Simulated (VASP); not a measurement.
Write the native input for VASP 6.6.1 that does the following.

- Task: relaxation of shape and atoms at fixed volume
- Functional: LDA
- Potentials or basis: VASP PAW LDA potentials, release 64 (Fe)
- Cutoff: 600 eV
- k mesh: 22 × 22 × 12
- Occupations: gaussian, width 0.05 eV
- Spin: no spin polarisation
- Dipole correction: no
- Further INCAR settings: ALGO = Normal; EDIFF = 1e-06; IBRION = 2; EDIFFG = -0.01; NSW = 60; ISIF = 4

The structure of Fe lies in POSCAR:

```
Fe
1.0
    2.3902675268      0.0000000000      0.0000000000
   -1.1951337634      2.0700324000      0.0000000000
    0.0000000000      0.0000000000      3.7799266821
Fe
2
Direct
    0.3333333333      0.6666666667      0.2500000000
    0.6666666667      0.3333333333      0.7500000000
```

This isn't the form of Fe at room conditions, which is bcc.

One way to write it, as run:

INCAR

```
SYSTEM = Fe
ALGO = Normal
EDIFF = 1E-6
EDIFFG = -0.01
ENCUT = 600
GGA = CA
IBRION = 2
ISIF = 4
ISMEAR = 0
LASPH = .True.
LCHARG = .False.
LREAL = .False.
LWAVE = .False.
NELM = 60
NSW = 60
PREC = Accurate
SIGMA = 0.05
```

KPOINTS

```
k-points
0
Gamma
  22 22 12
  0 0 0
```

Potentials or basis: VASP PAW LDA potentials, release 64 (Fe).

The run is started by

```console
$ cat potpaw_LDA.64/Fe/POTCAR > POTCAR
$ mpirun -np 1 vasp_std > vasp.out
```

It gave:

```json
{
 "Pressure after relaxing": "7.0 GPa",
 "Band gap on the k mesh": "zero (bands 8 and 9 overlap by 2.15 eV)"
}
```

Caveat: the relaxation stopped at its first step, so nothing moved; the run has no spin polarisation, though such a crystal can be magnetic.

Wall time 120 s on 1 thread of Intel Xeon 8259CL (shared host), peak memory 0.21 GiB.
